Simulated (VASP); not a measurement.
# Zn2S3 (R-3m) in VASP: single point with PBE

Aim: the single point of Zn2S3 with PBE.

All numbers are computed with VASP 6.6.1; they aren't measurements. Logs are shortened: lines on timing, memory, paths and dates and some standing lists are left out, and cuts for length are marked.

## 1. The cell of the first run

Symmetry: R-3m, No. 166, trigonal system. Conventional cell: a = 3.586 Å, b = 3.586 Å, c = 24.936 Å, α = 90.00°, β = 90.00°, γ = 120.00°. Within 3.3 Å of Zn (site symmetry 3m) lie 6 S at 2.51 to 2.66 Å. Within 3.8 Å of S (site symmetry -3m) lie 6 Zn at 2.66 Å and 12 S at 3.59 to 3.72 Å. S (site symmetry 3m) has 3 Zn at 2.51 Å and 3 S at 2.97 Å within 3.3 Å.

## 2. Single point, PBE

INCAR

```
SYSTEM = Zn2S3
PREC = Accurate ; ENCUT = 520
EDIFF = 1E-6 ; ISMEAR = 0
SIGMA = 0.1 ; LREAL = .FALSE.
LASPH = .TRUE. ; NELM = 80
ALGO = Normal ; ISIF = 2
LWAVE = .FALSE. ; LCHARG = .FALSE.
GGA = PE ; NBANDS = 29
```

KPOINTS

```
regular mesh
0
G
  6 6 6
  0 0 0
```

POSCAR

```
Zn2S3
1.0
    1.7931117927      1.0352535762      8.3119827251
   -1.7931117927      1.0352535762      8.3119827251
    0.0000000000     -2.0705071524      8.3119827251
Zn S
2 3
Direct
    0.4000000000      0.4000000000      0.4000000000
    0.6000000000      0.6000000000      0.6000000000
    0.0000000000      0.0000000000      0.0000000000
    0.2095000000      0.2095000000      0.2095000000
    0.7905000000      0.7905000000      0.7905000000
```

Potentials or basis: VASP PAW PBE potentials, release 64 (Zn, S).

On the command line:

```console
$ cat potpaw_PBE.64/Zn/POTCAR potpaw_PBE.64/S/POTCAR > POTCAR
$ mpirun -np 1 vasp_std > vasp.out
```

OUTCAR:

```text
SYSTEM = Zn2S3
   PREC = Accurate
   ENCUT = 520
   EDIFF = 1E-6
   ISMEAR = 0
   LREAL = .FALSE.
   LASPH = .TRUE.
   NELM = 80
   ISIF = 2
   GGA = PE

 ion  position               nearest neighbor table
   1  0.400  0.400  0.400-   5 2.51   5 2.51   5 2.51   3 2.66   3 2.66   3 2.66
   2  0.600  0.600  0.600-   4 2.51   4 2.51   4 2.51   3 2.66   3 2.66   3 2.66
   3  0.000  0.000  0.000-   2 2.66   1 2.66   2 2.66   2 2.66   1 2.66   1 2.66
   4  0.209  0.209  0.209-   2 2.51   2 2.51   2 2.51
   5  0.791  0.791  0.791-   1 2.51   1 2.51   1 2.51

  LATTYP: Found a trigonal (rhomboedric) cell.
 ALAT       =     8.5659825292
 COS(alpha) =     0.9123624232

  Lattice vectors:

 A1 = (   1.7931117927,   1.0352535762,   8.3119827251)
 A2 = (  -1.7931117927,   1.0352535762,   8.3119827251)
 A3 = (   0.0000000000,  -2.0705071524,   8.3119827251)

Analysis of symmetry for initial positions (statically):
=====================================================================
 Subroutine PRICEL returns:
 Original cell was already a primitive cell.

 Routine SETGRP: Setting up the symmetry group for a
 trigonal (rhombohedral) supercell.

 Subroutine GETGRP returns: Found 12 space group operations
 (whereof 12 operations were pure point group operations)
 out of a pool of 12 trial point group operations.

The static configuration has the point symmetry D_3d.

Analysis of symmetry for dynamics (positions and initial velocities):
=====================================================================
 Subroutine PRICEL returns:
 Original cell was already a primitive cell.

 Routine SETGRP: Setting up the symmetry group for a
 trigonal (rhombohedral) supercell.

 Subroutine GETGRP returns: Found 12 space group operations
 (whereof 12 operations were pure point group operations)
 out of a pool of 12 trial point group operations.

The dynamic configuration has the point symmetry D_3d.

 Subroutine INISYM returns: Found 12 space group operations
 (whereof 12 operations are pure point group operations),
 and found     1 'primitive' translations

----------------------------------------------------------------------------------------

                                     Primitive cell

  volume of cell :      92.5785

  direct lattice vectors                    reciprocal lattice vectors
     1.793111793  1.035253576  8.311982725     0.278844856  0.160991153  0.040102746
[... 92 lines left out ...]
   EDIFF  = 0.1E-05   stopping-criterion for ELM
   LREAL  =      F    real-space projection
   EDIFFG = 0.1E-04   stopping-criterion for IOM
   NSW    =      0    number of steps for IOM
   IBRION =     -1    ionic relax: 0-MD 1-quasi-New 2-CG
   NFREE  =      0    steps in history (QN), initial steepest desc. (CG)
   ISIF   =      2    stress and relaxation
   ISYM   =      2    0-nonsym 1-usesym 2-fastsym
   POTIM  = 0.5000    time-step for ionic-motion
   TEBEG  =    0.0;   TEEND  =   0.0 temperature during run
   PSTRESS=    0.0 pullay stress
   NELECT =      42.0000    total number of electrons
   NUPDOWN=      -1.0000    fix difference up-down
   EMIN   =  10.00;   EMAX   =-10.00  energy-range for DOS
   EFERMI =   0.00;   METHOD = LEGACY
   ISMEAR =     0;   SIGMA  =   0.10  broadening in eV -4-tet -1-fermi 0-gaus
   EFERMI_NEDOS =   21; number of points for ismear=-14 and -15
   IALGO  =     38    algorithm
   IMIX   =      4    mixing-type and parameters
     AMIX     =   0.40;   BMIX     =  1.00
     AMIX_MAG =   1.60;   BMIX_MAG =  1.00
  volume/ion in A,a.u.               =      18.52       124.95
  Fermi-wavevector in a.u.,A,eV,Ry     =   1.257925  2.377133 21.529508  1.582374
  Thomas-Fermi vector in A             =   2.391560
   LORBIT       =      0    0 simple, 1 ext, 2 COOP (PROOUT), +10 PAW based schemes
   GGA     = PE    functional components
   LHFCALC =     F    Hartree Fock is set to
   AEXX    =    0.0000 exact exchange contribution
   IVDW    =     0    specifies the selected vdW correction
   LEPSILON=     F    determine dielectric tensor
   LRPA    =     F    only Hartree local field effects (RPA)
 non-spin polarized calculation
 Gauss-broadening in eV      SIGMA  =   0.10
  energy-cutoff  :      520.00
  volume of cell :       92.58
 maximum number of plane-waves:      2536
   NGX = 31   NGY = 31   NGZ = 31

 number of electron      42.0000014 magnetization

 Free energy of the ion-electron system (eV)
  ---------------------------------------------------
  ext. energy  EPLUGINS =         0.00000000
  ---------------------------------------------------
  free energy    TOTEN  =       -15.02445393 eV

  energy without entropy =      -15.00923886  energy(sigma->0) =      -15.01684640

 E-fermi :   3.1262     XC(G=0): -10.2610

 val. band max:        3.0738072423   @ k =  -0.3333  -0.3333   0.1667
 cond. band min:       3.1271582058   @ k =  -0.1667   0.5000   0.1667
 fundamental gap:      0.0533509635
 Fermi energy:         3.1262480257

 k-point     1 :       0.0000    0.0000    0.0000
  band No.  band energies     occupation
      1     -10.3961      2.00000
      2      -9.3247      2.00000
      3      -8.7894      2.00000
      4      -3.2699      2.00000
      5      -3.2699      2.00000
      6      -3.2073      2.00000
[... 757 lines left out ...]
     28      10.6958      0.00000
     29      11.1466      0.00000

 [... further k-points ...]

------------------------ aborting loop because EDIFF is reached ----------------------------------------

  FORCE on cell =-STRESS in cart. coord.  units (eV):
  Direction    XX          YY          ZZ          XY          YZ          ZX
  --------------------------------------------------------------------------------------
  -------------------------------------------------------------------------------------
  Total       -1.8934147     -1.8934147     -5.7273529      0.0000000     -0.0000000      0.0000000
  in kB      -32.7677278    -32.7677278    -99.1184575      0.0000000     -0.0000000      0.0000000
  external PRESSURE =     -54.8846377 kB  Pullay stress =       0.0000000 kB

 VOLUME and BASIS-vectors are now :
 -----------------------------------------------------------------------------
  energy-cutoff  :      520.00
  volume of cell :       92.58
      direct lattice vectors                 reciprocal lattice vectors
     1.793111793  1.035253576  8.311982725     0.278844856  0.160991153  0.040102746
    -1.793111793  1.035253576  8.311982725    -0.278844856  0.160991153  0.040102746
     0.000000000 -2.070507152  8.311982725     0.000000000 -0.321982306  0.040102746

 POSITION                                       TOTAL-FORCE (eV/Angst)
 -----------------------------------------------------------------------------------
      0.00000      0.00000      9.97438        -0.000000     -0.000000      0.200951
      0.00000      0.00000     14.96157        -0.000000      0.000000     -0.200951
      0.00000      0.00000      0.00000         0.000000     -0.000000      0.000000
      0.00000      0.00000      5.22408        -0.000000      0.000000      0.531144
      0.00000      0.00000     19.71187        -0.000000     -0.000000     -0.531144
 -----------------------------------------------------------------------------------
    total drift:                               -0.000000     -0.000000     -0.000000

  FREE ENERGIE OF THE ION-ELECTRON SYSTEM (eV)
  ---------------------------------------------------
  free  energy   TOTEN  =       -15.0244539285 eV

  energy  without entropy=      -15.0092388635  energy(sigma->0) =      -15.01684640
```

Wall time 11 min (1 thread of Intel Xeon 8259CL, shared host); peak memory 0.59 GiB.

Results:

| Property | Result |
| --- | --- |
| Free energy | -15.0245 eV |
| Pressure | -5.5 GPa |
| Largest force | 0.531 eV/Å |
| Band gap on the k mesh | zero (bands 21 and 22 overlap by 0.78 eV) |

Forces in eV/Å, atoms in the order of the input:
```
Zn   0.000  0.000  0.201
Zn   0.000  0.000 -0.201
S    0.000  0.000  0.000
S    0.000  0.000  0.531
S    0.000  0.000 -0.531
```

Caveat: the stress differs along the axes, from -10 to -3 GPa; semilocal functionals underestimate gaps, and a narrow one can read as zero.

The gap in the log of VASP goes by the Fermi energy; the results here count the filled bands.